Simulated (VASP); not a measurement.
A run of VASP 6.6.1 is set up as follows.

INCAR

```
SYSTEM = Pt
PREC     = Accurate       ! precision mode
ENCUT    = 500            ! plane-wave cutoff, eV
EDIFF    = 1E-6           ! SCF threshold, eV
ISMEAR   = 0              ! smearing method
SIGMA    = 0.026000000000000002 ! smearing width, eV
LREAL    = .False.        ! projectors in reciprocal space
LASPH    = .True.         ! aspherical terms in the spheres
NELM     = 120            ! most SCF steps
ALGO     = Normal         ! electronic algorithm
ISIF     = 2              ! what is computed and relaxed
LWAVE    = .False.        ! write WAVECAR
LCHARG   = .False.        ! write CHGCAR
GGA      = PE             ! functional
NBANDS   = 11             ! bands
GGA_COMPAT= .False.
```

File KPOINTS:

```
Automatic mesh
0
Gamma
  12 12 12
  0 0 0
```

The input POSCAR:

```
Pt
1.0
   -1.5842200000      1.5842200000      1.5842200000
    1.5842200000     -1.5842200000      1.5842200000
    1.5842200000      1.5842200000     -1.5842200000
Pt
1
Direct
    0.0000000000      0.0000000000      0.0000000000
```

Potentials or basis: VASP PAW PBE potentials, release 64 (Pt).

Command:

```sh
$ cat potpaw_PBE.64/Pt/POTCAR > POTCAR
$ mpirun -np 1 vasp_std > vasp.out
```

Task: Estimate the band gap on the k mesh.

Result: Zero (band 5 reaches 11.08 eV, above the bottom of band 6 at 8.94 eV).

Task: Predict the pressure.

Result: -1.9 GPa.

Caveat: spin-orbit coupling is left out, which moves the levels of the heavy elements.
